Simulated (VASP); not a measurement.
Here is a VASP 6.6.1 calculation.

Contents of POSCAR:

```
P
1.0
    3.2170000000      0.0000000000      0.0000000000
   -1.6085000000      2.7860037240      0.0000000000
    0.0000000000      0.0000000000     28.0000000000
P
2
Direct
    0.3333333333      0.6666666667      0.5140357143
    0.6666666667      0.3333333333      0.4859642857
```

INCAR.step1

```
SYSTEM = P
PREC = Accurate
ENCUT = 520
ISMEAR = 0
SIGMA = 0.02
LREAL = .False.
LASPH = .True.
NELM = 100
LDIPOL = .True.
IDIPOL = 3
DIPOL = 0.5 0.5 0.500
NBANDS = 12
GGA = PE
ALGO = Normal
EDIFF = 1E-4
LWAVE = .True.
LCHARG = .False.
```

Contents of INCAR.step2:

```
SYSTEM = P
PREC = Accurate
ENCUT = 520
EDIFF = 1E-6
ISMEAR = 0
SIGMA = 0.02
LREAL = .False.
LASPH = .True.
NELM = 100
ALGO = Normal
ISIF = 2
LWAVE = .False.
LCHARG = .True.
LDIPOL = .True.
IDIPOL = 3
DIPOL = 0.5 0.5 0.500
METAGGA = R2SCAN
LMIXTAU = .True.
LELF = .True.
LVHAR = .True.
LVACPOTAV = .True.
NBANDS = 12
ISTART = 1
```

Contents of KPOINTS:

```
regular mesh
0
Gamma
  9 9 1
  0 0 0
```

Potentials or basis: VASP PAW PBE potentials, release 64 (P).

Run with:

```bash
$ cat potpaw_PBE.64/P/POTCAR > POTCAR
$ cp INCAR.step1 INCAR
$ mpirun -np 1 vasp_std > vasp.out
$ cp INCAR.step2 INCAR
$ mpirun -np 1 vasp_std > vasp.out
```

Task: Predict the largest force.

Result: 5.556 eV/Å.

Task: What does it give for the band gap on the k mesh?

Result: Zero (bands 5 and 6 overlap by 0.51 eV).

Forces on the atoms (eV/Å):
```
P    0.000  0.000  5.556
P    0.000  0.000 -5.556
```

Caveat: the PAW data sets were made with another functional, which shifts forces and pressure a little.
